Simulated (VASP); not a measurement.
# AlNi3 in VASP: a series of runs, part 3 of 3

VASP 6.6.1.

## (4) Single point, PBEsol, collinear spin, ferromagnetic start (biaxial strain in the a-b plane: +2.0 %)

INCAR

```
PREC = Accurate ; ENCUT = 520
EDIFF = 1E-7 ; ISMEAR = 0
SIGMA = 0.1 ; LREAL = False
LASPH = True ; NELM = 150
ALGO = Normal ; ISIF = 2
LWAVE = False ; LCHARG = False
ISPIN = 2 ; MAGMOM = 0 0.28 0.28 0.28
LORBIT = 11 ; LMAXMIX = 4
GGA = PS ; NBANDS = 28
```

KPOINTS

```
regular mesh
0
Gamma
  14 14 14
```

POSCAR

```
AlNi3
1.0
    3.5894741552      0.0000000000      0.0000000000
    0.0000000000      3.5894741552      0.0000000000
    0.0000000000      0.0000000000      3.4768632013
Al Ni
1 3
Direct
    0.0000000000      0.0000000000      0.0000000000
    0.0000000000      0.5000000000      0.5000000000
    0.5000000000      0.0000000000      0.5000000000
    0.5000000000      0.5000000000      0.0000000000
```

Potentials or basis: VASP PAW PBE potentials, release 64 (Al, Ni).

Started as:

```
cat potpaw_PBE.64/Al/POTCAR potpaw_PBE.64/Ni/POTCAR > POTCAR
mpirun -np 1 vasp_std > vasp.out
```

OUTCAR:

```text
PREC = Accurate
   ENCUT = 520
   EDIFF = 1E-7
   ISMEAR = 0
   LREAL = False
   LASPH = True
   NELM = 150
   ISIF = 2
   ISPIN = 2
   LORBIT = 11
   GGA = PS

 ion  position               nearest neighbor table
   1  0.000  0.000  0.000-   2 2.50   3 2.50   2 2.50   3 2.50   2 2.50   2 2.50   3 2.50   3 2.50
                             4 2.54   4 2.54   4 2.54   4 2.54
   2  0.000  0.500  0.500-   1 2.50   4 2.50   1 2.50   4 2.50   1 2.50   1 2.50   4 2.50   4 2.50
                             3 2.54   3 2.54   3 2.54   3 2.54
   3  0.500  0.000  0.500-   1 2.50   4 2.50   1 2.50   4 2.50   4 2.50   4 2.50   1 2.50   1 2.50
                             2 2.54   2 2.54   2 2.54   2 2.54
   4  0.500  0.500  0.000-   2 2.50   3 2.50   2 2.50   3 2.50   3 2.50   3 2.50   2 2.50   2 2.50
                             1 2.54   1 2.54   1 2.54   1 2.54

  LATTYP: Found a simple tetragonal cell.
 ALAT       =     3.5894741552
 C/A-ratio  =     0.9686274510

  Lattice vectors:

 A1 = (   3.5894741552,   0.0000000000,   0.0000000000)
 A2 = (   0.0000000000,   3.5894741552,   0.0000000000)
 A3 = (   0.0000000000,   0.0000000000,   3.4768632013)

Analysis of symmetry for initial positions (statically):
=====================================================================
 Subroutine PRICEL returns:
 Original cell was already a primitive cell.

 Routine SETGRP: Setting up the symmetry group for a
 simple tetragonal supercell.

 Subroutine GETGRP returns: Found 16 space group operations
 (whereof 16 operations were pure point group operations)
 out of a pool of 16 trial point group operations.

The static configuration has the point symmetry D_4h.

Analysis of symmetry for dynamics (positions and initial velocities):
=====================================================================
 Subroutine PRICEL returns:
 Original cell was already a primitive cell.

 Routine SETGRP: Setting up the symmetry group for a
 simple tetragonal supercell.

 Subroutine GETGRP returns: Found 16 space group operations
 (whereof 16 operations were pure point group operations)
 out of a pool of 16 trial point group operations.

The dynamic configuration has the point symmetry D_4h.

Analysis of structural, dynamic, and magnetic symmetry:
=====================================================================
 Subroutine PRICEL returns:
 Original cell was already a primitive cell.

 Routine SETGRP: Setting up the symmetry group for a
 simple tetragonal supercell.

 Subroutine GETGRP returns: Found 16 space group operations
 (whereof 16 operations were pure point group operations)
 out of a pool of 16 trial point group operations.

The overall configuration has the point symmetry D_4h.

 Subroutine INISYM returns: Found 16 space group operations
 (whereof 16 operations are pure point group operations),
 and found     1 'primitive' translations

----------------------------------------------------------------------------------------

[... 90 lines left out ...]
   ISPIN  =      2    spin polarized calculation?
   LNONCOLLINEAR =      F non collinear calculations
   LSORBIT =      F    spin-orbit coupling
   LASPH  =      T    aspherical Exc in radial PAW
   ENCUT  =  520.0 eV  38.22 Ry    6.18 a.u.   6.67  6.67  6.46*2*pi/ulx,y,z
   NELM   =    150;   NELMIN=  2; NELMDL= -5     # of ELM steps
   EDIFF  = 0.1E-06   stopping-criterion for ELM
   LREAL  =      F    real-space projection
   EDIFFG = 0.1E-05   stopping-criterion for IOM
   NSW    =      0    number of steps for IOM
   IBRION =     -1    ionic relax: 0-MD 1-quasi-New 2-CG
   NFREE  =      0    steps in history (QN), initial steepest desc. (CG)
   ISIF   =      2    stress and relaxation
   ISYM   =      2    0-nonsym 1-usesym 2-fastsym
   POTIM  = 0.5000    time-step for ionic-motion
   TEBEG  =    0.0;   TEEND  =   0.0 temperature during run
   PSTRESS=    0.0 pullay stress
   NELECT =      33.0000    total number of electrons
   NUPDOWN=      -1.0000    fix difference up-down
   EMIN   =  10.00;   EMAX   =-10.00  energy-range for DOS
   EFERMI =   0.00;   METHOD = LEGACY
   ISMEAR =     0;   SIGMA  =   0.10  broadening in eV -4-tet -1-fermi 0-gaus
   EFERMI_NEDOS =   21; number of points for ismear=-14 and -15
   IALGO  =     38    algorithm
   IMIX   =      4    mixing-type and parameters
     AMIX     =   0.40;   BMIX     =  1.00
     AMIX_MAG =   1.60;   BMIX_MAG =  1.00
  volume/ion in A,a.u.               =      11.20        75.58
  Fermi-wavevector in a.u.,A,eV,Ry     =   1.478529  2.794014 29.742972  2.186047
  Thomas-Fermi vector in A             =   2.592798
   LORBIT       =     11    0 simple, 1 ext, 2 COOP (PROOUT), +10 PAW based schemes
   GGA     = PS    functional components
   LHFCALC =     F    Hartree Fock is set to
   AEXX    =    0.0000 exact exchange contribution
   IVDW    =     0    specifies the selected vdW correction
   LEPSILON=     F    determine dielectric tensor
   LRPA    =     F    only Hartree local field effects (RPA)
 spin polarized calculation
 Gauss-broadening in eV      SIGMA  =   0.10
  energy-cutoff  :      520.00
  volume of cell :       44.80
 maximum number of plane-waves:      1228
 NGX is ok and might be reduce to    28
   NGX = 13   NGY = 13   NGZ = 13

 number of electron      33.0000012 magnetization       0.6637271

 Free energy of the ion-electron system (eV)
  ---------------------------------------------------
  ext. energy  EPLUGINS =         0.00000000
  ---------------------------------------------------
  free energy    TOTEN  =       -24.27256146 eV

  energy without entropy =      -24.25402852  energy(sigma->0) =      -24.26329499

 E-fermi :   9.4362     XC(G=0): -12.8718

 val. band max:        9.4358269055   @ k =   0.3571   0.2857   0.1429
 cond. band min:       9.4362380799   @ k =   0.4286   0.4286   0.4286
 fundamental gap:      0.0004111745
 Fermi energy:         9.4362238859

 spin component 1

 k-point     1 :       0.0000    0.0000    0.0000
  band No.  band energies     occupation
      1      -0.5723      1.00000
      2       5.0988      1.00000
      3       5.7421      1.00000
      4       5.7932      1.00000
      5       6.1137      1.00000
      6       6.1395      1.00000
[... 733 lines left out ...]
     27      23.1185      0.00000
     28      23.8458      0.00000

 [... further k-points ...]

 spin component 2

 k-point     1 :       0.0000    0.0000    0.0000
  band No.  band energies     occupation
      1      -0.5924      1.00000
      2       5.1871      1.00000
      3       5.8878      1.00000
      4       5.9327      1.00000
      5       6.3577      1.00000
      6       6.3986      1.00000
[... 733 lines left out ...]
     27      23.1431      0.00000
     28      23.8611      0.00000

 [... further k-points ...]

------------------------ aborting loop because EDIFF is reached ----------------------------------------

  FORCE on cell =-STRESS in cart. coord.  units (eV):
  Direction    XX          YY          ZZ          XY          YZ          ZX
  --------------------------------------------------------------------------------------
  -------------------------------------------------------------------------------------
  Total       -1.6649620     -1.6649620     -0.9168967      0.0000000      0.0000000     -0.0000000
  in kB      -59.5477901    -59.5477901    -32.7930439      0.0000000      0.0000000     -0.0000000
  external PRESSURE =     -50.6295414 kB  Pullay stress =       0.0000000 kB

 VOLUME and BASIS-vectors are now :
 -----------------------------------------------------------------------------
  energy-cutoff  :      520.00
  volume of cell :       44.80
      direct lattice vectors                 reciprocal lattice vectors
     3.589474155  0.000000000  0.000000000     0.278592339  0.000000000  0.000000000
     0.000000000  3.589474155  0.000000000     0.000000000  0.278592339  0.000000000
     0.000000000  0.000000000  3.476863201     0.000000000  0.000000000  0.287615572

 POSITION                                       TOTAL-FORCE (eV/Angst)
 -----------------------------------------------------------------------------------
      0.00000      0.00000      0.00000         0.000000      0.000000      0.000000
      0.00000      1.79474      1.73843         0.000000      0.000000      0.000000
      1.79474      0.00000      1.73843         0.000000      0.000000      0.000000
      1.79474      1.79474      0.00000         0.000000      0.000000      0.000000
 -----------------------------------------------------------------------------------
    total drift:                                0.000000      0.000000      0.000000

  FREE ENERGIE OF THE ION-ELECTRON SYSTEM (eV)
  ---------------------------------------------------
  free  energy   TOTEN  =       -24.2725614644 eV

  energy  without entropy=      -24.2540285193  energy(sigma->0) =      -24.26329499

 total charge

# of ion       s       p       d       tot
------------------------------------------
    1        0.406   0.394   0.000   0.800
    2        0.500   0.527   8.387   9.414
    3        0.500   0.527   8.387   9.414
    4        0.499   0.526   8.379   9.404
--------------------------------------------------
tot          1.905   1.974  25.154  29.033

 magnetization (x)

# of ion       s       p       d       tot
------------------------------------------
    1       -0.000  -0.007   0.000  -0.008
    2       -0.003  -0.008   0.241   0.230
    3       -0.003  -0.008   0.241   0.230
    4       -0.003  -0.008   0.256   0.245
--------------------------------------------------
tot         -0.008  -0.031   0.737   0.697
```

OSZICAR:

```text
N       E                     dE             d eps       ncg     rms          rms(c)
DAV:   1     0.194396948685E+03    0.19440E+03   -0.13608E+04 32888   0.150E+03
DAV:   2    -0.165105361293E+02   -0.21091E+03   -0.19507E+03 32376   0.294E+02
DAV:   3    -0.288767380787E+02   -0.12366E+02   -0.11506E+02 35824   0.893E+01
DAV:   4    -0.290982762183E+02   -0.22154E+00   -0.22115E+00 36804   0.115E+01
[... 10 lines left out ...]
DAV:  15    -0.242725604064E+02   -0.21652E-05   -0.21239E-05 41840   0.732E-02    0.282E-02
DAV:  16    -0.242725616781E+02   -0.12716E-05   -0.36224E-06 45364   0.263E-02    0.149E-02
DAV:  17    -0.242725613153E+02    0.36273E-06   -0.10034E-06 42124   0.164E-02    0.457E-03
DAV:  18    -0.242725614607E+02   -0.14535E-06   -0.35750E-07 30332   0.100E-02    0.130E-03
DAV:  19    -0.242725614644E+02   -0.36580E-08   -0.46929E-08 17576   0.350E-03
   1 F= -.24272561E+02 E0= -.24263295E+02  d E =-.185329E-01  mag=     0.6638
```

stdout:

```text
POSCAR found type information on POSCAR AlNi
 POSCAR found :  2 types and       4 ions
 scaLAPACK will be used
 -----------------------------------------------------------------------------
|                                                                             |
|                                                                             |
|     You enforced a specific xc type in the INCAR file but a different       |
|     I HOPE YOU KNOW WHAT YOU ARE DOING!                                     |
|                                                                             |
 -----------------------------------------------------------------------------

 LDA part: xc-table for (Slater+PW92), standard interpolation
 POSCAR, INCAR and KPOINTS ok, starting setup
 FFT: planning ... GRIDC
 FFT: planning ... GRID_SOFT
 FFT: planning ... GRID
 WAVECAR not read
 entering main loop
```

Wall time 24 min (1 thread of Oxide Virtual Turin-like, shared host); peak memory 0.53 GiB.

What came out:

| Quantity | Value |
| --- | --- |
| Free energy | -24.2726 eV |
| Pressure | -5.1 GPa |
| Net moment | 0.66 μB per cell |
| Site moments | Al -0.01; Ni +0.23, +0.24 (each value once) μB |
| Valence electrons inside the program's atomic spheres | Al 0.80; Ni 9.41, 9.40 (each value once) |

Levels at points of the mesh, in eV from the Fermi level:
Spin up:
```tsv
k point	band 15	band 16	band 17	band 18	band 19	band 20
(0.00, 0.00, 0.00)	-0.02	-0.02	0.64	0.64	1.33	6.38
(0.50, 0.00, 0.00)	-1.04	-0.45	-0.01	5.26	5.36	5.81
(0.50, 0.50, 0.00)	-1.01	-1.00	-0.58	0.78	0.78	8.45
(0.00, 0.00, 0.50)	-1.01	-0.55	-0.13	5.47	5.47	5.59
(0.50, 0.00, 0.50)	-0.94	-0.92	-0.56	0.90	0.91	7.95
(0.50, 0.50, 0.50)	-0.98	-0.25	-0.25	-0.20	-0.18	3.46
```
Spin down:
```
           k point  band 14  band 15  band 16  band 17  band 18  band 19
(0.00, 0.00, 0.00)     0.24     0.37     0.37     0.62     0.62     1.31
(0.50, 0.00, 0.00)    -0.88    -0.82    -0.26     0.37     5.31     5.41
(0.50, 0.50, 0.00)    -1.09    -0.82    -0.65    -0.44     1.04     1.04
(0.00, 0.00, 0.50)    -0.90    -0.80    -0.36     0.24     5.52     5.52
(0.50, 0.00, 0.50)    -1.01    -0.74    -0.58    -0.42     1.16     1.17
(0.50, 0.50, 0.50)    -0.95    -0.80    -0.21     0.08     0.08     0.15
```

Caveat: the cell differs from its parent crystal (biaxial strain in the a-b plane: +2.0 %); the cell stands under tension; the PAW data sets were made with another functional, which shifts forces and pressure a little.

## (5) Single point, PBEsol, collinear spin, ferromagnetic start (uniaxial strain along a: +2.0 %)

INCAR

```
  PREC = Accurate
  ENCUT = 520
  EDIFF = 1E-7
  ISMEAR = 0
  SIGMA = 0.1
  LREAL = F
  LASPH = T
  NELM = 150
  ALGO = Fast
  ISIF = 2
  LWAVE = F
  LCHARG = T
  ISPIN = 2
  MAGMOM = 0 0.28 0.28 0.28
  LORBIT = 11
  LMAXMIX = 4
  GGA = PS
  LELF = T
  LVHAR = T
  NBANDS = 28
```

KPOINTS is that of step 4.

POSCAR, as its differences from that of step 4:

```diff
@@ -3,4 +3,4 @@
     3.5894741552      0.0000000000      0.0000000000
-    0.0000000000      3.5894741552      0.0000000000
-    0.0000000000      0.0000000000      3.4768632013
+    0.0000000000      3.5014968475      0.0000000000
+    0.0000000000      0.0000000000      3.5014968475
 Al Ni
```

Potentials or basis: VASP PAW PBE potentials, release 64 (Al, Ni).

Started as:

```
cat potpaw_PBE.64/Al/POTCAR potpaw_PBE.64/Ni/POTCAR > POTCAR
mpirun -np 1 vasp_std > vasp.out
```

OUTCAR:

```text
PREC = Accurate
   ENCUT = 520
   EDIFF = 1E-7
   ISMEAR = 0
   LREAL = F
   LASPH = T
   NELM = 150
   ISIF = 2
   ISPIN = 2
   LORBIT = 11
   GGA = PS

 ion  position               nearest neighbor table
   1  0.000  0.000  0.000-   2 2.48   2 2.48   2 2.48   2 2.48   3 2.51   4 2.51   4 2.51   3 2.51
                             3 2.51   4 2.51   3 2.51   4 2.51
   2  0.000  0.500  0.500-   1 2.48   1 2.48   1 2.48   1 2.48   4 2.51   4 2.51   3 2.51   3 2.51
                             3 2.51   4 2.51   4 2.51   3 2.51
   3  0.500  0.000  0.500-   4 2.48   4 2.48   4 2.48   4 2.48   2 2.51   2 2.51   1 2.51   1 2.51
                             1 2.51   2 2.51   1 2.51   2 2.51
   4  0.500  0.500  0.000-   3 2.48   3 2.48   3 2.48   3 2.48   2 2.51   1 2.51   1 2.51   2 2.51
                             1 2.51   2 2.51   2 2.51   1 2.51

  LATTYP: Found a simple tetragonal cell.
 ALAT       =     3.5014968475
 C/A-ratio  =     1.0251256281

  Lattice vectors:
[... 1703 lines left out ...]

  FORCE on cell =-STRESS in cart. coord.  units (eV):
  Direction    XX          YY          ZZ          XY          YZ          ZX
  --------------------------------------------------------------------------------------
  -------------------------------------------------------------------------------------
  Total       -0.9680835     -0.2534521     -0.2534521      0.0000000      0.0000000     -0.0000000
  in kB      -35.2439903     -9.2271618     -9.2271618      0.0000000      0.0000000     -0.0000000
  external PRESSURE =     -17.8994380 kB  Pullay stress =       0.0000000 kB

 VOLUME and BASIS-vectors are now :
 -----------------------------------------------------------------------------
  energy-cutoff  :      520.00
  volume of cell :       44.01
      direct lattice vectors                 reciprocal lattice vectors
     3.589474155  0.000000000  0.000000000     0.278592339  0.000000000  0.000000000
     0.000000000  3.501496847  0.000000000     0.000000000  0.285592146  0.000000000
     0.000000000  0.000000000  3.501496847     0.000000000  0.000000000  0.285592146

 POSITION                                       TOTAL-FORCE (eV/Angst)
 -----------------------------------------------------------------------------------
      0.00000      0.00000      0.00000         0.000000      0.000000      0.000000
      0.00000      1.75075      1.75075         0.000000      0.000000      0.000000
      1.79474      0.00000      1.75075         0.000000      0.000000      0.000000
      1.79474      1.75075      0.00000         0.000000      0.000000      0.000000
 -----------------------------------------------------------------------------------
    total drift:                                0.000000      0.000000      0.000000

  FREE ENERGIE OF THE ION-ELECTRON SYSTEM (eV)
  ---------------------------------------------------
  free  energy   TOTEN  =       -24.2922452238 eV

  energy  without entropy=      -24.2740943995  energy(sigma->0) =      -24.28316981

 total charge

# of ion       s       p       d       tot
------------------------------------------
    1        0.409   0.401   0.000   0.810
    2        0.508   0.544   8.398   9.450
    3        0.507   0.543   8.391   9.441
    4        0.507   0.543   8.391   9.441
--------------------------------------------------
tot          1.931   2.031  25.180  29.142

 magnetization (x)

# of ion       s       p       d       tot
------------------------------------------
    1       -0.000  -0.007   0.000  -0.008
    2       -0.003  -0.008   0.237   0.227
    3       -0.003  -0.008   0.246   0.235
    4       -0.003  -0.008   0.246   0.235
--------------------------------------------------
tot         -0.008  -0.031   0.729   0.690
```

Wall time 10 min (1 thread of Oxide Virtual Turin-like, shared host); peak memory 0.52 GiB.

What came out:

```
Free energy                                           : -24.2922 eV
Pressure                                              : -1.8 GPa
Net moment                                            : 0.66 μB per cell
Site moments                                          : Al -0.01; Ni +0.23 μB
Valence electrons inside the program's atomic spheres : Al 0.81; Ni 9.45, 9.44 (each value once)
```

Stress tensor (GPa, compression positive):
```
-3.52  0.00  0.00
 0.00 -0.92  0.00
 0.00  0.00 -0.92
```

Caveat: the cell differs from its parent crystal (uniaxial strain along a: +2.0 %); the PAW data sets were made with another functional, which shifts forces and pressure a little.

## (6) Overview

| task | cell | k mesh | cutoff (eV) | gap on the mesh (eV) | pressure (GPa) | moment (μB) |
| --- | --- | --- | --- | --- | --- | --- |
| relaxation of cell and atoms | relaxed to 30 GPa from a = 3.385 Å, 4 atoms | 12 × 12 × 12 | 600 | none | 30.0 | 0.03 |
| single point | a = 3.414, b = 3.545, c = 3.545 Å, 4 atoms | 14 × 14 × 14 | 520 | none | 3.4 | 0.61 |
| single point | a = 3.589, b = 3.589, c = 3.477 Å, 4 atoms | 14 × 14 × 14 | 520 | none | -5.1 | 0.66 |
| single point | a = 3.589, b = 3.501, c = 3.501 Å, 4 atoms | 14 × 14 × 14 | 520 | none | -1.8 | 0.66 |

Alike in all rows: level PBEsol; potentials or basis VASP PAW PBE potentials, release 64 (Al, Ni); spin collinear, ferromagnetic start; smearing gaussian 0.1 eV.

Caveats: the PAW data sets were made with another functional, which shifts forces and pressure a little; the cell is relaxed towards a set pressure, so the run minimises the enthalpy, not the energy (at least some runs); the cell stands under pressure (at least some runs); the cell stands under tension (at least some runs).

Total energies depend on the potentials used, so only differences within one code and one set of settings carry meaning.
